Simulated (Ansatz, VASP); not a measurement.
## P: VASP beside Ansatz

```
CELL_PARAMETERS angstrom
4.60285 0.00000 0.00000
0.00000 4.60285 0.00000
0.00000 0.00000 3.77285
ATOMIC_POSITIONS crystal
P 0.00000 0.00000 0.00000
```

Alike in both runs: task single point; functional r2SCAN; k mesh 12 × 12 × 12; occupations gaussian, width 0.15 eV; no spin polarisation.

|  | VASP | Ansatz |
| --- | --- | --- |
| version | VASP 6.6.1 | Ansatz 0.2.0 |
| potentials or method | VASP PAW PBE potentials, release 64 (P), cutoff 520 eV | scalar-relativistic, plane waves, PAW |
| valence electrons in the cell | 5 | 5 |

```csv
,VASP,Ansatz,Ansatz less VASP
gap on the k mesh at the Fermi level (eV),none,none,-
pressure (GPa),-4.0,-4.0,+0.01
"traceless stress, the component that is largest in VASP (GPa)",-2.59,-2.59,-0.002
```

VASP's potentials were made for PBE, not for r2SCAN. A gap of «none» marks a metal or a gap that the smearing closes.
